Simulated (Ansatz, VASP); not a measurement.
# Two plane-wave programs on Nb3Cd

```xyz
8
Lattice="5.9299 0.0000 0.0000 -2.9649 5.1354 0.0000 0.0000 0.0000 4.7597" Properties=species:S:1:pos:R:3 pbc="T T T"
Nb    2.9649    3.4202    1.1899
Nb   -1.4795    4.2778    3.5697
Nb    1.4854    0.8576    1.1899
Nb    0.0000    1.7152    3.5697
Nb    4.4445    0.8576    1.1899
Nb    1.4795    4.2778    3.5697
Cd    0.0000    3.4236    1.1899
Cd    2.9649    1.7118    3.5697
```

Alike in both runs: task single point; functional PBE; k mesh 6 × 6 × 4; occupations gaussian, width 0.1 eV; no spin polarisation.

```csv
,VASP,Ansatz
version,VASP 6.6.1,Ansatz 0.2.0
potentials or method,"VASP PAW PBE potentials, release 64 (Nb_sv, Cd), cutoff 520 eV","scalar-relativistic, plane waves, PAW"
valence electrons in the cell,102,118
```

Ansatz gave:

```
gap on the k mesh at the Fermi level (eV)                     : none
pressure (GPa)                                                : 4.5
traceless stress, the component that is largest in VASP (GPa) : 0.95
rms of the force components (eV/Å)                            : 0.309
```

Question: What did VASP give for the same quantities?

Answer: gap on the k mesh at the Fermi level (eV): none; pressure (GPa): 4.6; traceless stress, the component that is largest in VASP (GPa): 0.96; rms of the force components (eV/Å): 0.319.

Atom by atom the forces differ by 0.010 eV/Å (rms over components). A gap of «none» marks a metal or a gap that the smearing closes. VASP's potentials hold 102 valence electrons a cell and Ansatz's 118, so a difference there can come from the potentials and not from the codes.
